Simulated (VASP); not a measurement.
**MgI2: single point with HSE06**

MgI2:

```
Mg I
1.0
     4.15664    0.00000    0.00000
    -2.07832    3.59975    0.00000
     0.00000    0.00000    6.87561
Mg I
1 2
Cartesian
  0.0000 0.0000 0.0000
  0.0000 2.3998 1.6678
  2.0783 1.1999 5.2078
```

```
Program                            : VASP 6.6.1
Task                               : single point
Functional                         : HSE06
Potentials or basis                : VASP PAW PBE potentials, release 64 (Mg, I)
Cutoff                             : 520 eV
k mesh                             : 6 × 6 × 2
Occupations                        : gaussian, width 0.01 eV
Spin                               : no spin polarisation
Dipole correction                  : no
Grid for exact exchange (PRECFOCK) : Normal
Further INCAR settings             : ALGO = Normal; EDIFF = 1e-06; NBANDS = 15
Share of exact exchange            : 0.25
Screening parameter                : 0.2079 1/Å
```

```
Pressure               : 0.3 GPa
Largest force          : 0.127 eV/Å
Band gap on the k mesh : 4.48 eV (least direct gap 4.67 eV)
```

Forces in eV/Å, atoms in the order of the input:
```
Mg   0.000  0.000  0.000
I    0.000  0.000 -0.127
I    0.000  0.000  0.127
```

Stress tensor (GPa, compression positive):
```
0.24 0.00 0.00
0.00 0.24 0.00
0.00 0.00 0.40
```

Levels at points of the mesh, in eV from the valence-band top:
| k point | band 4 | band 5 | band 6 | band 7 | band 8 | band 9 | band 10 | band 11 | band 12 | band 13 |
| --- | --- | --- | --- | --- | --- | --- | --- | --- | --- | --- |
| (0.00, 0.00, 0.00) | -0.49 | -0.49 | -0.08 | -0.08 | 0.00 | 4.67 | 5.73 | 7.77 | 7.77 | 8.54 |
| (0.50, 0.00, 0.00) | -3.04 | -2.01 | -1.49 | -0.96 | -0.49 | 4.56 | 6.31 | 6.45 | 8.02 | 9.13 |
| (0.00, 0.00, 0.50) | -1.53 | -0.38 | -0.38 | -0.19 | -0.19 | 5.66 | 5.82 | 7.57 | 7.57 | 8.88 |
| (0.50, 0.00, 0.50) | -3.45 | -1.31 | -1.21 | -0.86 | -0.74 | 4.48 | 6.16 | 6.64 | 7.07 | 8.86 |

Wall time 32 min on 1 thread of Intel Xeon 8259CL, on a shared host, peak memory 0.33 GiB.

Caveat: the k points lie up to 0.46 Å⁻¹ apart; the PAW data sets were made with another functional, which shifts forces and pressure a little; spin-orbit coupling is left out, which moves the levels of the heavy elements; this functional lacks dispersion, which binds the layers, so the pressure and a relaxed spacing across them are unreliable. A k mesh can miss the band edges.
